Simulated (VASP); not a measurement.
# BN (P6_3/mmc) in VASP: further runs

BN is run at these levels: LDA; tasks: single point.

All numbers are computed with VASP 6.6.1; they aren't measurements. Logs are shortened: lines on timing, memory, paths and dates and some standing lists are left out, and cuts for length are marked.

**1. The cell of the first run**

It takes space group P6_3/mmc (No. 194, hexagonal). Conventional cell: a = 2.466 Å, b = 2.466 Å, c = 7.089 Å, α = 90.00°, β = 90.00°, γ = 120.00°. B (site symmetry -6m2) has 3 N at 1.42 Å within 1.9 Å. Within 1.9 Å of N (site symmetry -6m2) lie 3 B at 1.42 Å.

**2. Single point, LDA (9.33 Å³/atom)**

INCAR reads:

```
SYSTEM = BN
PREC = Accurate
ENCUT = 520
EDIFF = 1E-7
ISMEAR = 0
SIGMA = 0.05
LREAL = .FALSE.
LASPH = .TRUE.
NELM = 100
ALGO = Normal
ISIF = 2
LWAVE = .FALSE.
LCHARG = .FALSE.
GGA = CA
NBANDS = 16
```

KPOINTS reads:

```
regular mesh
0
G
  12 12 4
  0 0 0
```

POSCAR reads:

```
BN
1.0
    2.4660766909      0.0000000000      0.0000000000
   -1.2330383455      2.1356850620      0.0000000000
    0.0000000000      0.0000000000      7.0889840557
B N
2 2
Direct
    0.3333333333      0.6666666667      0.2500000000
    0.6666666667      0.3333333333      0.7500000000
    0.3333333333      0.6666666667      0.7500000000
    0.6666666667      0.3333333333      0.2500000000
```

Potentials or basis: VASP PAW LDA potentials, release 64 (B, N).

Started as:

```sh
cat potpaw_LDA.64/B/POTCAR potpaw_LDA.64/N/POTCAR > POTCAR
mpirun -np 1 vasp_std > vasp.out
```

OUTCAR:

```text
SYSTEM = BN
   PREC = Accurate
   ENCUT = 520
   EDIFF = 1E-7
   ISMEAR = 0
   LREAL = .FALSE.
   LASPH = .TRUE.
   NELM = 100
   ISIF = 2
   GGA = CA

 ion  position               nearest neighbor table
   1  0.333  0.667  0.250-   4 1.42   4 1.42   4 1.42
   2  0.667  0.333  0.750-   3 1.42   3 1.42   3 1.42
   3  0.333  0.667  0.750-   2 1.42   2 1.42   2 1.42
   4  0.667  0.333  0.250-   1 1.42   1 1.42   1 1.42

  LATTYP: Found a hexagonal cell.
 ALAT       =     2.4660766909
 C/A-ratio  =     2.8746000000

  Lattice vectors:

 A1 = (   2.4660766909,   0.0000000000,   0.0000000000)
 A2 = (  -1.2330383455,   2.1356850620,   0.0000000000)
 A3 = (   0.0000000000,   0.0000000000,   7.0889840557)

Analysis of symmetry for initial positions (statically):
=====================================================================
 Subroutine PRICEL returns:
 Original cell was already a primitive cell.

 Routine SETGRP: Setting up the symmetry group for a
 hexagonal supercell.

 Subroutine GETGRP returns: Found 24 space group operations
 (whereof 12 operations were pure point group operations)
 out of a pool of 24 trial point group operations.

The static configuration has the point symmetry D_3d.
 The point group associated with its full space group is D_6h.

Analysis of symmetry for dynamics (positions and initial velocities):
=====================================================================
 Subroutine PRICEL returns:
 Original cell was already a primitive cell.

 Routine SETGRP: Setting up the symmetry group for a
 hexagonal supercell.

 Subroutine GETGRP returns: Found 24 space group operations
 (whereof 12 operations were pure point group operations)
 out of a pool of 24 trial point group operations.

The dynamic configuration has the point symmetry D_3d.
 The point group associated with its full space group is D_6h.

 Subroutine INISYM returns: Found 24 space group operations
 (whereof 12 operations are pure point group operations),
 and found     1 'primitive' translations

----------------------------------------------------------------------------------------

                                     Primitive cell

  volume of cell :      37.3360

  direct lattice vectors                    reciprocal lattice vectors
     2.466076691  0.000000000  0.000000000     0.405502393  0.234116916  0.000000000
    -1.233038346  2.135685062  0.000000000     0.000000000  0.468233832  0.000000000
     0.000000000  0.000000000  7.088984056     0.000000000  0.000000000  0.141063937

  length of vectors
     2.466076691  2.466076691  7.088984056     0.468233832  0.468233832  0.141063937

  position of ions in fractional coordinates (direct lattice)
     0.333333333  0.666666667  0.250000000
     0.666666667  0.333333333  0.750000000
     0.333333333  0.666666667  0.750000000
     0.666666667  0.333333333  0.250000000

  ion indices of the primitive-cell ions
   primitive index   ion index
                 1           1
                 2           2
                 3           3
                 4           4

----------------------------------------------------------------------------------------

 KPOINTS: regular mesh

Automatic generation of k-mesh.
 Grid dimensions read from file:
 generate k-points for:   12   12    4

 Generating k-lattice:

  Cartesian coordinates                     Fractional coordinates (reciprocal lattice)
     0.033791866  0.019509743  0.000000000     0.083333333  0.000000000  0.000000000
     0.000000000  0.039019486  0.000000000     0.000000000  0.083333333  0.000000000
     0.000000000  0.000000000  0.035265984     0.000000000  0.000000000  0.250000000

  Length of vectors
     0.039019486  0.039019486  0.035265984

  Shift w.r.t. Gamma in fractional coordinates (k-lattice)
     0.000000000  0.000000000  0.000000000

 Subroutine IBZKPT returns following result:
 ===========================================

 Found     57 irreducible k-points:

 Following reciprocal coordinates:
            Coordinates               Weight
  0.000000  0.000000  0.000000      1.000000
  0.083333  0.000000  0.000000      6.000000
  0.166667 -0.000000  0.000000      6.000000
  0.250000  0.000000  0.000000      6.000000
  0.333333 -0.000000  0.000000      6.000000
  0.416667  0.000000  0.000000      6.000000
[... 16 lines left out ...]
  0.250000  0.000000  0.250000     12.000000
  0.333333 -0.000000  0.250000     12.000000
 [... further k-points ...]
   k-points           NKPTS =     57   k-points in BZ     NKDIM =     57   number of bands    NBANDS=     16
   number of dos      NEDOS =    301   number of ions     NIONS =      4
   total plane-waves  NPLWV =  17496
   dimension x,y,z NGX =    18 NGY =   18 NGZ =   54
   dimension x,y,z NGXF=    36 NGYF=   36 NGZF=  108
   ions per type =               2   2
   NGX,Y,Z   is equivalent  to a cutoff of  12.13, 12.13, 12.66 a.u.
   NGXF,Y,Z  is equivalent  to a cutoff of  24.27, 24.27, 25.33 a.u.
 SYSTEM =  BN
   PREC   = accura    normal or accurate (medium, high low for compatibility)
   ISTART =      0    job   : 0-new  1-cont  2-samecut
   ICHARG =      2    charge: 1-file 2-atom 10-const
   ISPIN  =      1    spin polarized calculation?
   LNONCOLLINEAR =      F non collinear calculations
   LSORBIT =      F    spin-orbit coupling
   LASPH  =      T    aspherical Exc in radial PAW
   ENCUT  =  520.0 eV  38.22 Ry    6.18 a.u.   4.59  4.59 13.18*2*pi/ulx,y,z
   NELM   =    100;   NELMIN=  2; NELMDL= -5     # of ELM steps
   EDIFF  = 0.1E-06   stopping-criterion for ELM
   LREAL  =      F    real-space projection
   EDIFFG = 0.1E-05   stopping-criterion for IOM
   NSW    =      0    number of steps for IOM
   IBRION =     -1    ionic relax: 0-MD 1-quasi-New 2-CG
   NFREE  =      0    steps in history (QN), initial steepest desc. (CG)
   ISIF   =      2    stress and relaxation
   ISYM   =      2    0-nonsym 1-usesym 2-fastsym
   POTIM  = 0.5000    time-step for ionic-motion
   TEBEG  =    0.0;   TEEND  =   0.0 temperature during run
   PSTRESS=    0.0 pullay stress
   NELECT =      16.0000    total number of electrons
   NUPDOWN=      -1.0000    fix difference up-down
   EMIN   =  10.00;   EMAX   =-10.00  energy-range for DOS
   EFERMI =   0.00;   METHOD = LEGACY
   ISMEAR =     0;   SIGMA  =   0.05  broadening in eV -4-tet -1-fermi 0-gaus
   EFERMI_NEDOS =   21; number of points for ismear=-14 and -15
   IALGO  =     38    algorithm
   IMIX   =      4    mixing-type and parameters
     AMIX     =   0.40;   BMIX     =  1.00
     AMIX_MAG =   1.60;   BMIX_MAG =  1.00
  volume/ion in A,a.u.               =       9.33        62.99
  Fermi-wavevector in a.u.,A,eV,Ry     =   1.234257  2.332407 20.726980  1.523390
  Thomas-Fermi vector in A             =   2.368954
   LORBIT       =      0    0 simple, 1 ext, 2 COOP (PROOUT), +10 PAW based schemes
   GGA     = CA    functional components
   LHFCALC =     F    Hartree Fock is set to
   AEXX    =    0.0000 exact exchange contribution
   IVDW    =     0    specifies the selected vdW correction
   LEPSILON=     F    determine dielectric tensor
   LRPA    =     F    only Hartree local field effects (RPA)
 non-spin polarized calculation
 Gauss-broadening in eV      SIGMA  =   0.05
  energy-cutoff  :      520.00
  volume of cell :       37.34
 maximum number of plane-waves:      1022
   NGX =  9   NGY =  9   NGZ = 27

 number of electron      15.9999997 magnetization

 Free energy of the ion-electron system (eV)
  ---------------------------------------------------
  ext. energy  EPLUGINS =         0.00000000
  ---------------------------------------------------
  free energy    TOTEN  =       -38.53898322 eV

  energy without entropy =      -38.53898322  energy(sigma->0) =      -38.53898322

 E-fermi :   2.1265     XC(G=0): -10.2007

 val. band max:        1.8237734127   @ k =   0.3333   0.3333   0.5000
 cond. band min:       6.0740039030   @ k =   0.5000   0.0000   0.0000
 fundamental gap:      4.2502304902
 Fermi energy:         2.1264504418

 k-point     1 :       0.0000    0.0000    0.0000
  band No.  band energies     occupation
      1     -15.9851      2.00000
      2     -15.7990      2.00000
      3      -4.4781      2.00000
      4      -2.8987      2.00000
      5       0.5298      2.00000
      6       0.5298      2.00000
[... 8 lines left out ...]
     15      14.3386      0.00000
     16      15.1047      0.00000

 k-point     2 :       0.0833    0.0000    0.0000
  band No.  band energies     occupation
      1     -15.8455      2.00000
      2     -15.6626      2.00000
      3      -4.2843      2.00000
      4      -2.7199      2.00000
      5      -0.0275      2.00000
      6      -0.0162      2.00000
[... 8 lines left out ...]
     15      14.6120      0.00000
     16      14.7598      0.00000

 k-point     3 :       0.1667   -0.0000    0.0000
  band No.  band energies     occupation
      1     -15.4336      2.00000
      2     -15.2603      2.00000
      3      -3.7099      2.00000
      4      -2.1932      2.00000
      5      -1.4518      2.00000
      6      -1.4382      2.00000
[... 8 lines left out ...]
     15      15.9485      0.00000
     16      16.0162      0.00000

 k-point     4 :       0.2500    0.0000    0.0000
  band No.  band energies     occupation
      1     -14.7748      2.00000
      2     -14.6180      2.00000
      3      -3.2768      2.00000
      4      -3.2503      2.00000
      5      -2.7804      2.00000
      6      -1.3533      2.00000
[... 8 lines left out ...]
     15      16.9859      0.00000
     16      18.3086      0.00000

 k-point     5 :       0.3333   -0.0000    0.0000
  band No.  band energies     occupation
      1     -13.9341      2.00000
      2     -13.8033      2.00000
      3      -5.1129      2.00000
      4      -5.0719      2.00000
      5      -1.8264      2.00000
      6      -1.7958      2.00000
[... 8 lines left out ...]
     15      17.5928      0.00000
     16      20.7601      0.00000

 k-point     6 :       0.4167    0.0000    0.0000
  band No.  band energies     occupation
      1     -13.0854      2.00000
      2     -12.9976      2.00000
      3      -6.5987      2.00000
      4      -6.5545      2.00000
      5      -2.2553      2.00000
      6      -2.2231      2.00000
[... 8 lines left out ...]
     15      16.4731      0.00000
     16      19.5801      0.00000

 k-point     7 :       0.5000    0.0000    0.0000
  band No.  band energies     occupation
      1     -12.6624      2.00000
      2     -12.6243      2.00000
      3      -7.2190      2.00000
      4      -7.1854      2.00000
      5      -2.4035      2.00000
      6      -2.3709      2.00000
[... 8 lines left out ...]
     15      16.6514      0.00000
     16      19.1108      0.00000

 k-point     8 :       0.0833    0.0833    0.0000
  band No.  band energies     occupation
      1     -15.5696      2.00000
      2     -15.3931      2.00000
      3      -3.9001      2.00000
      4      -2.3670      2.00000
      5      -0.9450      2.00000
      6      -0.9429      2.00000
[... 8 lines left out ...]
     15      15.2582      0.00000
     16      15.9689      0.00000

 k-point     9 :       0.1667    0.0833    0.0000
  band No.  band energies     occupation
      1     -15.0329      2.00000
      2     -14.8693      2.00000
      3      -3.1469      2.00000
      4      -2.4602      2.00000
      5      -2.4466      2.00000
      6      -1.6819      2.00000
[... 8 lines left out ...]
     15      15.9035      0.00000
     16      16.7703      0.00000
[... 172 lines left out ...]
 k-point    19 :       0.3333    0.3333    0.0000
  band No.  band energies     occupation
      1     -12.0026      2.00000
      2     -12.0026      2.00000
      3      -6.4513      2.00000
      4      -6.3576      2.00000
      5      -5.2872      2.00000
      6      -5.2872      2.00000
[... 8 lines left out ...]
     15      17.3919      0.00000
     16      19.5239      0.00000

 k-point    20 :       0.0000    0.0000    0.2500
  band No.  band energies     occupation
      1     -15.9590      2.00000
      2     -15.8273      2.00000
      3      -4.2817      2.00000
      4      -3.1764      2.00000
      5       0.5324      2.00000
      6       0.5324      2.00000
[... 8 lines left out ...]
     15      14.6210      0.00000
     16      15.0685      0.00000

 k-point    21 :       0.0833    0.0000    0.2500
  band No.  band energies     occupation
      1     -15.8197      2.00000
      2     -15.6904      2.00000
      3      -4.0898      2.00000
      4      -2.9949      2.00000
      5      -0.0249      2.00000
      6      -0.0162      2.00000
[... 8 lines left out ...]
     15      14.6360      0.00000
     16      14.7447      0.00000

 k-point    22 :       0.1667   -0.0000    0.2500
  band No.  band energies     occupation
      1     -15.4091      2.00000
      2     -15.2865      2.00000
      3      -3.5219      2.00000
      4      -2.4630      2.00000
      5      -1.4463      2.00000
      6      -1.4332      2.00000
[... 8 lines left out ...]
     15      15.9583      0.00000
     16      16.0060      0.00000

 k-point    23 :       0.2500    0.0000    0.2500
  band No.  band energies     occupation
      1     -14.7525      2.00000
      2     -14.6417      2.00000
      3      -3.2810      2.00000
      4      -3.2584      2.00000
      5      -2.5902      2.00000
      6      -1.5931      2.00000
[... 8 lines left out ...]
     15      18.1772      0.00000
     16      18.3185      0.00000

 k-point    24 :       0.3333   -0.0000    0.2500
  band No.  band energies     occupation
      1     -13.9155      2.00000
      2     -13.8230      2.00000
      3      -5.1084      2.00000
      4      -5.0793      2.00000
      5      -1.8220      2.00000
      6      -1.8003      2.00000
[... 8 lines left out ...]
     15      18.4759      0.00000
     16      20.3905      0.00000

 [... further k-points ...]
[... 5 lines left out ...]
  --------------------------------------------------------------------------------------
  -------------------------------------------------------------------------------------
  Total        2.4729611      2.4729611     -0.3520625     -0.0000000     -0.0000000      0.0000000
  in kB      106.1206926    106.1206926    -15.1078473     -0.0000000     -0.0000000      0.0000000
  external PRESSURE =      65.7111793 kB  Pullay stress =       0.0000000 kB

 VOLUME and BASIS-vectors are now :
 -----------------------------------------------------------------------------
  energy-cutoff  :      520.00
  volume of cell :       37.34
      direct lattice vectors                 reciprocal lattice vectors
     2.466076691  0.000000000  0.000000000     0.405502393  0.234116916  0.000000000
    -1.233038346  2.135685062  0.000000000     0.000000000  0.468233832  0.000000000
     0.000000000  0.000000000  7.088984056     0.000000000  0.000000000  0.141063937

 POSITION                                       TOTAL-FORCE (eV/Angst)
 -----------------------------------------------------------------------------------
     -0.00000      1.42379      1.77225        -0.000000      0.000000      0.000000
      1.23304      0.71190      5.31674         0.000000     -0.000000      0.000000
     -0.00000      1.42379      5.31674         0.000000     -0.000000      0.000000
      1.23304      0.71190      1.77225        -0.000000      0.000000      0.000000
 -----------------------------------------------------------------------------------
    total drift:                                0.000000     -0.000000      0.000000

  FREE ENERGIE OF THE ION-ELECTRON SYSTEM (eV)
  ---------------------------------------------------
  free  energy   TOTEN  =       -38.5389832244 eV

  energy  without entropy=      -38.5389832244  energy(sigma->0) =      -38.53898322
```

It took 20 s on 1 thread of Intel Xeon 6975P-C (Granite Rapids), shared host; peak memory 0.14 GiB.

What came out:

| Property | Result |
| --- | --- |
| Free energy | -38.5390 eV |
| Pressure | 6.6 GPa |
| Band gap on the k mesh | 4.25 eV (least direct gap 4.63 eV) |

Caveat: the cell stands under pressure.

**3. Single point, LDA (9.54 Å³/atom)**

This run uses another cell than the first one, of 9.54 Å³/atom.

INCAR reads:

```
SYSTEM = BN
PREC = Accurate ; ENCUT = 520
EDIFF = 1E-7 ; ISMEAR = 0
SIGMA = 0.05 ; LREAL = .False.
LASPH = .True. ; NELM = 60
ALGO = Normal ; ISIF = 2
LWAVE = .False. ; LCHARG = .True.
GGA = CA ; LELF = .True.
LVHAR = .True. ; NBANDS = 16
```

KPOINTS reads:

```
regular mesh
0
Gamma
  12 12 4
  0 0 0
```

POSCAR reads:

```
BN
1.0
    2.5449795299      0.0000000000      0.0000000000
   -1.2724897649      2.2040169250      0.0000000000
    0.0000000000      0.0000000000      6.8052752629
B N
2 2
Direct
    0.3333333333      0.6666666667      0.2500000000
    0.6666666667      0.3333333333      0.7500000000
    0.3333333333      0.6666666667      0.7500000000
    0.6666666667      0.3333333333      0.2500000000
```

Potentials or basis: VASP PAW LDA potentials, release 64 (B, N).

Started as:

```sh
cat potpaw_LDA.64/B/POTCAR potpaw_LDA.64/N/POTCAR > POTCAR
mpirun -np 1 vasp_std > vasp.out
```

Wall time 22 s (1 thread of Intel Xeon 6975P-C (Granite Rapids), shared host); peak memory 0.15 GiB.

The run converged. Its results:

```
Free energy            : -38.4640 eV
Pressure               : -14.6 GPa
Band gap on the k mesh : 4.04 eV (least direct gap 4.38 eV)
```

Stress tensor (GPa, compression positive):
```
-21.39   0.00   0.00
  0.00 -21.39   0.00
  0.00   0.00  -1.17
```

Levels at points of the mesh, in eV from the valence-band top:
```
           k point  band 6  band 7  band 8  band 9  band 10  band 11
(0.00, 0.00, 0.00)   -1.40   -1.36   -1.36    4.79     9.59    11.04
(0.50, 0.00, 0.00)   -4.03   -1.37   -0.43    4.04     5.32     9.01
(0.00, 0.00, 0.50)   -1.38   -1.38   -1.38    7.02     7.02    11.09
(0.50, 0.00, 0.50)   -4.05   -0.89   -0.89    4.48     4.48     9.39
```

Caveat: the cell stands under tension. A k mesh can miss the band edges.
